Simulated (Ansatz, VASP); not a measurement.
## Al2Cu in VASP and in Ansatz

```
CELL_PARAMETERS angstrom
-2.04460 2.04460 2.79500
2.04460 -2.04460 2.79500
2.04460 2.04460 -2.79500
ATOMIC_POSITIONS crystal
Al 0.75000 0.25000 0.50000
Al 0.25000 0.75000 0.50000
Cu 0.50000 0.50000 0.00000
```

Alike in both runs: task single point; functional PBE; k mesh 14 × 14 × 14; occupations gaussian, width 0.15 eV; no spin polarisation.

|  | VASP | Ansatz |
| --- | --- | --- |
| version | VASP 6.6.1 | Ansatz 0.2.0 |
| potentials or method | VASP PAW PBE potentials, release 64 (Al, Cu), cutoff 520 eV | scalar-relativistic, plane waves, PAW |
| valence electrons in the cell | 17 | 25 |

VASP gave:

| Quantity | Value |
| --- | --- |
| gap on the k mesh at the Fermi level (eV) | none |
| pressure (GPa) | 3.7 |
| traceless stress, the component that is largest in VASP (GPa) | 2.40 |

Q: What did Ansatz give for the same quantities?

A: gap on the k mesh at the Fermi level (eV): none; pressure (GPa): 3.6; traceless stress, the component that is largest in VASP (GPa): 2.43.

A gap of «none» marks a metal or a gap that the smearing closes. VASP's potentials hold 17 valence electrons a cell and Ansatz's 25, so a difference there can come from the potentials and not from the codes.
